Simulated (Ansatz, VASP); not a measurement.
**One calculation of KI, two programs**

POSCAR

```
KI
1.0
    0.0000000000      3.5442850250      3.5442850250
    3.5442850250      0.0000000000      3.5442850250
    3.5442850250      3.5442850250      0.0000000000
K I
1 1
Direct
    0.0000000000      0.0000000000      0.0000000000
    0.5000000000      0.5000000000      0.5000000000
```

INCAR.step1

```
ALGO = Normal ; EDIFF = 1E-5
ENCUT = 520 ; GGA = PE
ISIF = 2 ; ISMEAR = 0
LASPH = T ; LCHARG = F
LREAL = F ; LWAVE = T
NBANDS = 15 ; NELM = 80
PREC = Accurate ; SIGMA = 0.01
```

INCAR.step2

```
ALGO = Normal ; EDIFF = 1E-7
ENCUT = 520 ; GGA = PE
HFSCREEN = 0.2079 ; ISIF = 2
ISMEAR = 0 ; ISTART = 1
LASPH = T ; LCHARG = F
LHFCALC = T ; LREAL = F
LWAVE = F ; NBANDS = 15
NELM = 80 ; PREC = Accurate
PRECFOCK = Normal ; SIGMA = 0.01
```

The input KPOINTS:

```
k-points
0
Gamma
  4 4 4
```

Input for Ansatz:

```yaml
crystal:
  lattice:
    - [0.0, 3.544285025, 3.544285025]
    - [3.544285025, 0.0, 3.544285025]
    - [3.544285025, 3.544285025, 0.0]
  atoms:
    - { symbol: K, position: [0.0, 0.0, 0.0] }
    - { symbol: I, position: [0.5, 0.5, 0.5] }
kpoints:
  mp_grid: { grid: [4, 4, 4] }
hamiltonian:
  xc: hse06
scf:
  occupations: { method: fixed }
  n_extra_bands: 4
  exx: { ecutfock_ratio: 1 }
output:
  forces: true
  stress: true
  eigenvalues: true
```

Alike in both runs: task single point; functional HSE06; k mesh 4 × 4 × 4; no spin polarisation.

```csv
,VASP,Ansatz
version,VASP 6.6.1,Ansatz 0.2.0
potentials or method,"VASP PAW PBE potentials, release 64 (K_sv, I)",plane waves
plane-wave cutoff (eV),520,420
occupations,"gaussian, width 0.01 eV",fixed
valence electrons in the cell,16,26
```

Ansatz gave:

```
gap on the k mesh at the Fermi level (eV) : 4.94
pressure (GPa)                            : 0.3
```

Task: Estimate VASP's values.

Result: gap on the k mesh at the Fermi level (eV): 4.93; pressure (GPa): 0.3.

VASP's potentials hold 16 valence electrons a cell and Ansatz's 26, so a difference there can come from the potentials and not from the codes. Ansatz's warnings: stress exchange threshold loose, stress scf threshold loose.

Neither program's run includes spin-orbit coupling.
